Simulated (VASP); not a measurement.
# Si16NO30 (a cell with a defect) in VASP: relaxation of the atoms with PBEsol

Aim: the relaxation of the atoms of Si16NO30 (a cell with a defect) with PBEsol.

Program: VASP 6.6.1. These are calculated values, not measurements. Logs are shortened: lines on timing, memory, paths and dates and some standing lists are left out, and cuts for length are marked.

### 1 The cell of the first run

The cell holds a defect, 47 atoms: a = 8.703 Å, b = 8.703 Å, c = 7.067 Å, α = 89.36°, β = 89.36°, γ = 89.97°.

### 2 Relaxation of the atoms, PBEsol

INCAR reads:

```
SYSTEM = Si16NO30
PREC = Accurate
ENCUT = 520
EDIFF = 1E-7
ISMEAR = 0
SIGMA = 0.05
LREAL = Auto
LASPH = .TRUE.
NELM = 120
ALGO = Normal
ISIF = 2
LWAVE = .FALSE.
LCHARG = .FALSE.
GGA = PS
IBRION = 2
NSW = 80
EDIFFG = -0.03
NELECT = 250.0
GGA_COMPAT = .FALSE.
NELMIN = 4
NCORE = 4
```

KPOINTS reads:

```
regular mesh
0
G
  1 1 2
  0 0 0
```

POSCAR reads:

```
Si16NO30
1.0
    0.0979680000      6.1524500000      6.1548410000
    0.0979680000     -6.1524500000      6.1548410000
    7.0666000000      0.0000000000      0.0000000000
Si O N
16 30 1
Direct
    0.1764899700      0.8947499700      0.6469900600
    0.3552499900      0.0735099900      0.1030100300
    0.3235099800      0.6052499800      0.8530100600
    0.1447499900      0.4264899900      0.3969900300
    0.3639849900      0.1789849900      0.5136450300
    0.5710149800      0.3860149800      0.7363550600
    0.1360149900      0.3210149900      0.9863550300
    0.9289849700      0.1139849700      0.7636450600
    0.6764899700      0.3947499700      0.1469900600
    0.8552499700      0.5735099700      0.6030100900
    0.8235099800      0.1052499800      0.3530100600
    0.6447499600      0.9264899600      0.8969901000
    0.8639849600      0.6789849600      0.0136450900
    0.0710149800      0.8860149800      0.2363550600
    0.6360149600      0.8210149600      0.4863550900
    0.4289849700      0.6139849700      0.2636450600
    0.4999999900     -0.0000000100      0.0000000300
    0.0121999800      0.7377999800      0.1250000500
    0.4877999700      0.7621999700      0.3750000800
    0.5908499800      0.3440499800      0.9575500600
    0.4059499900      0.1591499900      0.2924500300
    0.9091499700      0.1559499700      0.5424500600
    0.0940499900      0.3408499900      0.2075500300
    0.3109499900      0.0155499900      0.5990500200
    0.2344499700      0.9390499700      0.1509500700
    0.1890499800      0.4844499800      0.9009500400
    0.2655499800      0.5609499800      0.3490500500
    0.2757499900      0.1991499900      0.9648500300
    0.0508499800      0.9742499800      0.7851500600
    0.2242499900      0.3008499900      0.5351500300
    0.4491499800      0.5257499800      0.7148500600
    0.2499999800      0.7499999800      0.7500000600
   -0.0000000100      0.4999999900      0.5000000300
    0.5121999800      0.2377999800      0.6250000500
    0.9877999700      0.2621999700      0.8750000800
    0.0908499800      0.8440499800      0.4575500600
    0.9059499600      0.6591499600      0.7924500900
    0.4091499700      0.6559499700      0.0424500600
    0.5940499700      0.8408499700      0.7075500900
    0.8109499700      0.5155499700      0.0990500800
    0.7344499700      0.4390499700      0.6509500700
    0.7655499800      0.0609499800      0.8490500500
    0.7757499600      0.6991499600      0.4648500900
    0.5508499800      0.4742499800      0.2851500600
    0.7242499600      0.8008499600      0.0351500900
    0.9491499800      0.0257499800      0.2148500600
    0.7499999500      1.2499999500      0.2500001200
```

Potentials or basis: VASP PAW PBE potentials, release 64 (Si, O, N).

Command:

```sh
> cat potpaw_PBE.64/Si/POTCAR potpaw_PBE.64/O/POTCAR potpaw_PBE.64/N/POTCAR > POTCAR
> mpirun -np 4 vasp_std > vasp.out
```

OUTCAR:

```text
SYSTEM = Si16NO30
   PREC = Accurate
   ENCUT = 520
   EDIFF = 1E-7
   ISMEAR = 0
   LREAL = Auto
   LASPH = .TRUE.
   NELM = 120
   ISIF = 2
   GGA = PS
   IBRION = 2
   NSW = 80
   EDIFFG = -0.03
   NELECT = 250.0
   NELMIN = 4

 ion  position               nearest neighbor table
   1  0.176  0.895  0.647-  32 1.59  24 1.60  36 1.61  29 1.62   8 2.99  14 3.06   5 3.10
   2  0.355  0.074  0.103-  17 1.59  25 1.60  21 1.61  28 1.62   7 2.99   5 3.06  14 3.10
   3  0.324  0.605  0.853-  32 1.59  26 1.60  38 1.61  31 1.62   6 2.99  16 3.06   7 3.10
   4  0.145  0.426  0.397-  33 1.59  27 1.60  23 1.61  30 1.62   5 2.99   7 3.06  16 3.10
   5  0.364  0.179  0.514-  24 1.60  34 1.61  21 1.61  30 1.62   4 2.99   6 3.02   2 3.06   1 3.10
[... 5 lines left out ...]
   8  0.929  0.114  0.764-  42 1.60  35 1.61  22 1.61  29 1.62   1 2.99   7 3.02  11 3.06  12 3.10

   9  0.676  0.395  0.147-  47 1.59  40 1.60  20 1.61  44 1.62  16 2.99   6 3.06  13 3.10
  10  0.855  0.574  0.603-  33 1.59  41 1.60  37 1.61  43 1.62  15 2.99  13 3.06   6 3.10
  11  0.824  0.105  0.353-  47 1.59  22 1.61  46 1.62  14 2.99   8 3.06  15 3.10
  12  0.645  0.926  0.897-  17 1.59  42 1.60  39 1.61  45 1.62  13 2.99  15 3.06   8 3.10
  13  0.864  0.679  0.014-  40 1.60  18 1.61  37 1.61  45 1.62  12 2.99  14 3.02  10 3.06   9 3.10

  14  0.071  0.886  0.236-  25 1.60  18 1.61  36 1.61  46 1.62  11 2.99  13 3.02   1 3.06   2 3.10

  15  0.636  0.821  0.486-  19 1.61  39 1.61  43 1.62  10 2.99  16 3.02  12 3.06  11 3.10
  16  0.429  0.614  0.264-  27 1.60  19 1.61  38 1.61  44 1.62   9 2.99  15 3.02   3 3.06   4 3.10
[... 30 lines left out ...]
  46  0.949  0.026  0.215-  11 1.62  14 1.62
  47  0.750  0.250  0.250-  11 1.59   9 1.59

  LATTYP: Found a base centered monoclinic cell.
 ALAT       =    12.3112412801
 B/A-ratio  =     0.9994849195
 C/A-ratio  =     0.5739957360
 COS(beta)  =    -0.0159152108

  Lattice vectors:

 A1 = (  -0.0979680000,  -6.1524500000,  -6.1548410000)
 A2 = (  -0.0979680000,   6.1524500000,  -6.1548410000)
 A3 = (   7.0666000000,   0.0000000000,   0.0000000000)

Analysis of symmetry for initial positions (statically):
=====================================================================
 Subroutine PRICEL returns:
 Original cell was already a primitive cell.

 Routine SETGRP: Setting up the symmetry group for a
 base centered monoclinic supercell.

 Subroutine GETGRP returns: Found  1 space group operations
 (whereof  1 operations were pure point group operations)
[... 209 lines left out ...]
   LHFCALC =     F    Hartree Fock is set to
   AEXX    =    0.0000 exact exchange contribution
   IVDW    =     0    specifies the selected vdW correction
   LEPSILON=     F    determine dielectric tensor
   LRPA    =     F    only Hartree local field effects (RPA)
 conjugate gradient relaxation of ions
 non-spin polarized calculation
 Gauss-broadening in eV      SIGMA  =   0.05
  energy-cutoff  :      520.00
  volume of cell :      535.19
 maximum number of plane-waves:     14426
 NGX is ok and might be reduce to    70
   NGX = 33   NGY = 33   NGZ = 27

--------------------------------------- Ionic step        1  -------------------------------------------

 number of electron     249.9999978 magnetization

 Free energy of the ion-electron system (eV)
  ---------------------------------------------------
  ext. energy  EPLUGINS =         0.00000000
  ---------------------------------------------------
  free energy    TOTEN  =      -375.74055932 eV

  energy without entropy =     -375.74055932  energy(sigma->0) =     -375.74055932

------------------------ aborting loop because EDIFF is reached ----------------------------------------

  FORCE on cell =-STRESS in cart. coord.  units (eV):
  Direction    XX          YY          ZZ          XY          YZ          ZX
  --------------------------------------------------------------------------------------
  -------------------------------------------------------------------------------------
  Total       37.8490737     39.7266359     30.4470906      0.7435040      1.2423818      3.2421225
  in kB      113.3079551    118.9287727     91.1487979      2.2258118      3.7192916      9.7058723
  external PRESSURE =     107.7951752 kB  Pullay stress =       0.0000000 kB
[... 224 lines left out ...]
  FREE ENERGIE OF THE ION-ELECTRON SYSTEM (eV)
  ---------------------------------------------------
  free  energy   TOTEN  =      -376.2214760731 eV

  energy  without entropy=     -376.2214760731  energy(sigma->0) =     -376.22147607

[... ionic steps 4 to 55 ...]

--------------------------------------- Ionic step       56  -------------------------------------------

 number of electron     250.0000017 magnetization

------------------------ aborting loop because EDIFF is reached ----------------------------------------
[... 157 lines left out ...]
--------------------------------------- Ionic step       58  -------------------------------------------

 number of electron     250.0000016 magnetization

 Free energy of the ion-electron system (eV)
  ---------------------------------------------------
  ext. energy  EPLUGINS =         0.00000000
  ---------------------------------------------------
  free energy    TOTEN  =      -377.34488674 eV

  energy without entropy =     -377.34488674  energy(sigma->0) =     -377.34488674

 E-fermi :   4.5277     XC(G=0): -10.2033

 val. band max:        4.2121926586   @ k =   0.0000   0.0000   0.5000
 cond. band min:       8.1867353539   @ k =   0.0000   0.0000   0.0000
 fundamental gap:      3.9745426952
 Fermi energy:         4.5276775392

 k-point     1 :       0.0000    0.0000    0.0000
  band No.  band energies     occupation
      1     -17.4212      2.00000
      2     -16.8333      2.00000
      3     -16.8071      2.00000
      4     -16.6517      2.00000
      5     -16.6288      2.00000
      6     -16.5193      2.00000
[... 129 lines left out ...]
    136      11.0595      0.00000
    137      11.1226      0.00000

 k-point     2 :       0.0000    0.0000    0.5000
  band No.  band energies     occupation
      1     -17.1779      2.00000
      2     -17.1314      2.00000
      3     -16.8418      2.00000
      4     -16.7053      2.00000
      5     -16.5317      2.00000
      6     -16.4705      2.00000
[... 129 lines left out ...]
    136      10.9133      0.00000
    137      10.9636      0.00000
 [bands above 137 left out]

------------------------ aborting loop because EDIFF is reached ----------------------------------------

  FORCE on cell =-STRESS in cart. coord.  units (eV):
  Direction    XX          YY          ZZ          XY          YZ          ZX
  --------------------------------------------------------------------------------------
  -------------------------------------------------------------------------------------
  Total       19.6057270     24.7534039     13.9580305      0.1163837      2.9995158      0.3169258
  in kB       58.6932419     74.1037309     41.7858546      0.3484155      8.9795856      0.9487740
  external PRESSURE =      58.1942758 kB  Pullay stress =       0.0000000 kB
[... 62 lines left out ...]
  FREE ENERGIE OF THE ION-ELECTRON SYSTEM (eV)
  ---------------------------------------------------
  free  energy   TOTEN  =      -377.3448867421 eV

  energy  without entropy=     -377.3448867421  energy(sigma->0) =     -377.34488674

 reached required accuracy - stopping structural energy minimisation
```

OSZICAR:

```text
N       E                     dE             d eps       ncg     rms          rms(c)
DAV:   1     0.161372930393E+04    0.16137E+04   -0.13473E+05   600   0.157E+03
DAV:   2    -0.297446567415E+03   -0.19112E+04   -0.18753E+04   708   0.353E+02
DAV:   3    -0.422145703721E+03   -0.12470E+03   -0.12420E+03   704   0.977E+01
[... 629 lines left out ...]
DAV:   3    -0.377344897439E+03    0.20273E-04   -0.49435E-05   712   0.247E-02    0.224E-02
DAV:   4    -0.377344886589E+03    0.10850E-04   -0.47128E-05   704   0.274E-02    0.686E-03
DAV:   5    -0.377344887014E+03   -0.42472E-06   -0.10762E-05   688   0.109E-02    0.630E-03
DAV:   6    -0.377344886784E+03    0.22957E-06   -0.27674E-06   696   0.585E-03    0.311E-03
DAV:   7    -0.377344886742E+03    0.42019E-07   -0.38069E-07   512   0.216E-03
  58 F= -.37734489E+03 E0= -.37734489E+03  d E =-.197227E-03
```

Run time: 38 min. Hardware: 4 MPI ranks of Intel Xeon Platinum 8488C (Sapphire Rapids), shared host; peak memory 0.25 GiB.

Results:

```yaml
Free_energy: -377.3449 eV
Energy_gained_by_relaxing: 34.1 meV/atom
Ionic_steps: 58
Largest_force_after_relaxing: 0.020 eV/Å
```

Forces on the atoms (eV/Å):
```
Si  -0.010  0.001 -0.002
Si   0.010  0.009 -0.006
Si   0.005  0.002  0.005
Si   0.012  0.001 -0.010
Si   0.001  0.001 -0.008
Si  -0.003  0.007 -0.001
Si  -0.005  0.002  0.000
Si  -0.014 -0.006 -0.010
Si   0.003 -0.004 -0.015
Si  -0.002  0.002  0.005
Si   0.002  0.016  0.000
Si   0.011  0.004 -0.011
Si   0.004 -0.004  0.010
Si  -0.001  0.009 -0.008
Si  -0.003 -0.008  0.010
Si   0.001 -0.011  0.006
O    0.000  0.009  0.005
O   -0.005  0.002  0.000
O    0.000  0.001 -0.006
O    0.009 -0.004  0.004
O    0.009 -0.005  0.009
O   -0.012  0.011  0.012
O    0.008 -0.006  0.003
O   -0.008 -0.005 -0.012
O   -0.001  0.005 -0.005
O    0.001 -0.001  0.002
O   -0.001 -0.007  0.003
O   -0.003 -0.009 -0.007
O    0.007 -0.001 -0.003
O   -0.001  0.006 -0.004
O    0.000  0.002  0.008
O    0.002  0.010  0.003
O   -0.005 -0.003  0.002
O    0.008 -0.004 -0.003
O    0.001  0.001  0.017
O    0.007 -0.006  0.008
O    0.008 -0.002  0.000
O    0.002  0.011 -0.007
O   -0.002 -0.005  0.000
O    0.002 -0.003  0.007
O   -0.007  0.005  0.003
O   -0.007 -0.011  0.001
O    0.004  0.008 -0.005
O    0.003 -0.001 -0.006
O   -0.009 -0.007  0.006
O   -0.013 -0.003 -0.009
N   -0.005 -0.009  0.011
```

Step by step:
| step | energy change (eV) | largest force (eV/Å) | pressure (GPa) |
| --- | --- | --- | --- |
| 1 | 0.0000 | 4.4473 | 10.78 |
| 3 | -0.4809 | 2.3630 | 10.04 |
| 5 | -0.8405 | 1.3309 | 7.90 |
| 7 | -1.0067 | 1.8648 | 6.84 |
| 9 | -1.1447 | 1.2165 | 6.08 |
| 11 | -1.2513 | 1.1307 | 5.89 |
| 13 | -1.3700 | 0.8317 | 5.75 |
| 15 | -1.4428 | 0.6361 | 5.74 |
| 17 | -1.4858 | 0.6252 | 5.72 |
| 19 | -1.5153 | 0.4763 | 5.67 |
| 21 | -1.5342 | 0.3720 | 5.58 |
| 23 | -1.5471 | 0.2704 | 5.52 |
| 25 | -1.5561 | 0.2637 | 5.48 |
| 27 | -1.5639 | 0.2532 | 5.51 |
| 29 | -1.5725 | 0.2651 | 5.60 |
| 31 | -1.5777 | 0.2396 | 5.67 |
| 33 | -1.5819 | 0.1864 | 5.74 |
| 35 | -1.5863 | 0.1591 | 5.79 |
| 37 | -1.5899 | 0.1663 | 5.78 |
| 39 | -1.5942 | 0.2962 | 5.74 |
| 41 | -1.5974 | 0.1565 | 5.69 |
| 43 | -1.5989 | 0.0977 | 5.68 |
| 45 | -1.6007 | 0.0956 | 5.69 |
| 47 | -1.6018 | 0.0796 | 5.72 |
| 49 | -1.6026 | 0.0759 | 5.76 |
| 51 | -1.6031 | 0.0679 | 5.79 |
| 53 | -1.6036 | 0.0495 | 5.81 |
| 55 | -1.6039 | 0.0516 | 5.82 |
| 57 | -1.6041 | 0.0377 | 5.82 |
| 58 | -1.6043 | 0.0204 | 5.82 |

Final structure:
```xyz
47
Lattice="0.0980 6.1524 6.1548 0.0980 -6.1524 6.1548 7.0666 0.0000 0.0000" Properties=species:S:1:pos:R:3 pbc="T T T"
Si    4.7298   -4.4597    6.5715
Si    0.7743    1.7530    2.5585
Si    6.0944   -1.6933    5.7807
Si    2.8255   -1.7648    3.6418
Si    3.6922    1.1009    3.3530
Si    5.2866    1.1222    5.9179
Si    6.9853   -1.1143    2.8409
Si    5.5504    5.0208    6.3842
Si    1.2113    1.7778    6.4688
Si    4.3702    1.7200    8.8144
Si    2.6210    4.4417    5.4302
Si    6.4912   -1.7337    9.7005
Si    0.2540    1.1858    9.4146
Si    1.8004   -4.9776    5.7912
Si    3.4380   -1.1699    9.2874
Si    1.9658   -1.1683    6.5738
O     7.1955   -3.0526    9.1338
O     0.9991   -4.3708    4.5159
O     2.6764   -1.7411    7.9262
O     6.8654    1.3480    5.7154
O     2.1307    1.5027    3.3949
O     3.9670    4.7625    6.3620
O     1.4848   -1.5057    2.7720
O     4.3091    1.7106    1.9977
O     1.2064   -4.2970    7.1331
O     6.3903   -1.7512    4.1940
O     2.5351   -1.9077    5.2344
O     6.8434    0.5037    2.8539
O     5.7740   -5.6676    6.2520
O     3.8285   -0.5157    3.3550
O     5.0447   -0.4884    6.0860
O     5.4224   -3.0739    6.2046
O     3.5563   -3.0814    3.1234
O     4.5056    1.6971    4.6137
O     6.2452    4.4661    7.7400
O     3.3815   -4.6113    5.6948
O     5.7497    1.5394    9.6527
O     0.3733   -1.4980    6.6483
O     5.0263   -1.5574    9.0335
O     0.7924    1.8712    8.0715
O     4.7269    1.8528    7.2416
O     6.2391    4.2636    5.1432
O     3.3774    0.4770    9.1376
O     2.1648    0.4193    6.3845
O     0.3696   -0.4453    9.3548
O     1.6348    5.7290    5.8315
N     1.9305    3.0460    5.8006
```

Levels at points of the mesh, in eV from the Fermi level:
```csv
k point,band 123,band 124,band 125,band 126,band 127,band 128
"(0.00, 0.00, 0.00)",-1.75,-0.33,-0.32,3.66,4.45,4.62
"(0.00, 0.00, 0.50)",-1.67,-0.36,-0.32,4.17,4.48,4.89
```

Caveat: the k points lie up to 0.72 Å⁻¹ apart; the cell carries a net charge on a neutralising background, which shifts energy and pressure; the cell is charged against a uniform background, so pressure and absolute levels hang on convention; the PAW data sets were made with another functional, which shifts forces and pressure a little.
